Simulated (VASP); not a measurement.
Wanted: the native input for a VASP 6.6.1 run.

* Task: single point
* Functional: PBE
* Potentials or basis: VASP PAW PBE potentials, release 64 (Co, O)
* Cutoff: 520 eV
* k mesh: 11 × 11 × 11
* Occupations: fermi-dirac, width 0.05 eV
* Spin: collinear spin, ferromagnetic start
* Starting moments: [2.0, 0.0] μB
* Dipole correction: no
* Further INCAR settings: ALGO = Normal; EDIFF = 1e-07; NBANDS = 18

The structure of CoO lies in POSCAR:

```
CoO
1.0
    1.5154398320      0.8749395950      2.4560858334
   -1.5154398320      0.8749395950      2.4560858334
    0.0000000000     -1.7498791900      2.4560858334
Co O
1 1
Direct
    0.0000000000      0.0000000000      0.0000000000
    0.5000000000      0.5000000000      0.5000000000
```

The input as run:

INCAR

```
PREC = Accurate
ENCUT = 520
EDIFF = 1E-7
ISMEAR = -1
SIGMA = 0.05
LREAL = False
LASPH = True
NELM = 150
ALGO = Normal
ISIF = 2
LWAVE = False
LCHARG = False
ISPIN = 2
MAGMOM = 2 0
LORBIT = 11
LMAXMIX = 4
GGA = PE
NBANDS = 18
```

KPOINTS

```
regular mesh
0
Gamma
  11 11 11
```

Potentials or basis: VASP PAW PBE potentials, release 64 (Co, O).

Run with:

```sh
$ cat potpaw_PBE.64/Co/POTCAR potpaw_PBE.64/O/POTCAR > POTCAR
$ mpirun -np 1 vasp_std > vasp.out
```

Results of the run:

| Property | Result |
| --- | --- |
| Pressure | -3.8 GPa |
| Net moment | 2.92 μB per cell |
| Site moments | Co +2.57; O +0.30 μB |
| Valence electrons inside the program's atomic spheres | Co 7.77; O 4.97 |

Caveat: a cell with one magnetic atom can't hold antiferromagnetic order, which such compounds often take.

It took 55 s on 1 thread of Intel(R) Xeon(R) Platinum 8488C (Sapphire Rapids) (shared host), peak memory 0.2 GiB.
